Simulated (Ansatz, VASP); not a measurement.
# Two plane-wave programs on SnO2

Contents of INCAR:

```
ALGO = Normal ; EDIFF = 1E-6
ENCUT = 520 ; GGA = PS
ISIF = 2 ; ISMEAR = 0
LASPH = T ; LCHARG = F
LREAL = F ; LWAVE = F
NBANDS = 35 ; NELM = 80
PREC = Accurate ; SIGMA = 0.05
```

File KPOINTS:

```
k-points
0
Gamma
  6 6 8
```

POSCAR

```
SnO2
1.0
    4.6495062336      0.0000000000      0.0000000000
    0.0000000000      4.6495062336      0.0000000000
    0.0000000000      0.0000000000      3.1310849569
Sn O
2 4
Direct
    0.0000000000      0.0000000000      0.0000000000
    0.5000000000      0.5000000000      0.5000000000
    0.3062980674      0.3062980674      0.0000000000
    0.1937019326      0.8062980674      0.5000000000
    0.6937019326      0.6937019326      0.0000000000
    0.8062980674      0.1937019326      0.5000000000
```

Input for Ansatz:

```yaml
crystal:
  lattice:
    - [4.6495062336, 0.0, 0.0]
    - [0.0, 4.6495062336, 0.0]
    - [0.0, 0.0, 3.1310849569]
  atoms:
    - { symbol: Sn, position: [0.0, 0.0, 0.0] }
    - { symbol: Sn, position: [0.5, 0.5, 0.5] }
    - { symbol: O, position: [0.3062980674, 0.3062980674, 0.0] }
    - { symbol: O, position: [0.1937019326, 0.8062980674, 0.5] }
    - { symbol: O, position: [0.6937019326, 0.6937019326, 0.0] }
    - { symbol: O, position: [0.8062980674, 0.1937019326, 0.5] }
basis:
  ecutwfc: 520.0
kpoints:
  mp_grid: { grid: [6, 6, 8] }
hamiltonian:
  xc: pbesol
  pseudopotentials: { kind: paw, azcp: { folder: soft_1 } }
scf:
  occupations: { method: gaussian, width: 0.05 }
output:
  forces: true
  stress: true
  eigenvalues: true
```

Change from the starting cell: mode 4 frozen in at +0.000 Å, equal normal strain along x, y and z -0.0250.

Alike in both runs: task single point; functional PBEsol; k mesh 6 × 6 × 8; occupations gaussian, width 0.05 eV; no spin polarisation.

|  | VASP | Ansatz |
| --- | --- | --- |
| version | VASP 6.6.1 | Ansatz 0.2.0 |
| potentials or method | VASP PAW PBE potentials, release 64 (Sn_d, O), cutoff 520 eV | scalar-relativistic, plane waves, PAW |
| valence electrons in the cell | 52 | 52 |

Ansatz gave:

```
gap on the k mesh at the Fermi level (eV)                     : 1.82
least direct gap on the mesh (eV)                             : 1.82
pressure (GPa)                                                : 18.2
traceless stress, the component that is largest in VASP (GPa) : 3.50
rms of the force components (eV/Å)                            : 0.137
```

Q: Which values does VASP return?

A: gap on the k mesh at the Fermi level (eV): 1.82; least direct gap on the mesh (eV): 1.82; pressure (GPa): 19.2; traceless stress, the component that is largest in VASP (GPa): 3.81; rms of the force components (eV/Å): 0.149.

VASP's potentials were made for PBE, not for PBEsol, and Ansatz warns of the same on its side. Atom by atom the forces differ by 0.012 eV/Å (rms over components). With one functional, cell and mesh, what is left measures potentials, basis and numerics.
